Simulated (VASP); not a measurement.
Wanted: the native input for a VASP 6.6.1 run.

| Item | Value |
| --- | --- |
| Task | relaxation of cell and atoms |
| Functional | LDA |
| Potentials or basis | VASP PAW LDA potentials, release 64 (Cu) |
| Cutoff | 600 eV |
| k mesh | 13 × 12 × 13 |
| Occupations | fermi-dirac, width 0.05 eV |
| Spin | no spin polarisation |
| Dipole correction | no |
| Further INCAR settings | ALGO = Fast; EDIFF = 1e-06; IBRION = 2; EDIFFG = -0.01; NSW = 60; ISIF = 3 |

The structure of Cu lies in POSCAR:

```
Cu
1.0
   -0.0044255800      1.7884307700      1.8385346600
    1.8229069400     -0.0174867600      1.8515958300
    1.7828182100      1.7614032200      0.0226019700
Cu
1
Direct
    0.0000000000      0.0000000000      0.0000000000
```

The input as run:

INCAR

```
SYSTEM = Cu
ALGO     = Fast           ! electronic algorithm
EDIFF    = 1E-6           ! SCF threshold, eV
EDIFFG   = -0.01          ! ionic threshold
ENCUT    = 600            ! plane-wave cutoff, eV
GGA      = CA             ! functional
IBRION   = 2              ! ionic algorithm
ISIF     = 3              ! what is computed and relaxed
ISMEAR   = -1             ! smearing method
LASPH    = .True.         ! aspherical terms in the spheres
LCHARG   = .False.        ! write CHGCAR
LREAL    = .False.        ! projectors in reciprocal space
LWAVE    = .False.        ! write WAVECAR
NELM     = 80             ! most SCF steps
NSW      = 60             ! ionic steps
PREC     = Accurate       ! precision mode
SIGMA    = 0.05           ! smearing width, eV
```

KPOINTS

```
k-points
0
Gamma
  13 12 13
  0 0 0
```

Potentials or basis: VASP PAW LDA potentials, release 64 (Cu).

Command:

```sh
$ cat potpaw_LDA.64/Cu/POTCAR > POTCAR
$ mpirun -np 1 vasp_std > vasp.out
```

It gave:

```
Relaxed volume                         : 10.94 Å³/atom
Relaxed cell                           : a = 2.484 Å, b = 2.505 Å, c = 2.483 Å, α = 60.04°, β = 60.06°, γ = 60.01°
Space group after relaxing (to 0.05 Å) : Fm-3m (No. 225)
Energy gained by relaxing              : 37.0 meV/atom
Ionic steps                            : 21
Pressure after relaxing                : 0.0 GPa
```

Run time: 16 min on 1 thread of Intel(R) Xeon(R) Platinum 8559C (Emerald Rapids) (shared host), peak memory 0.32 GiB.
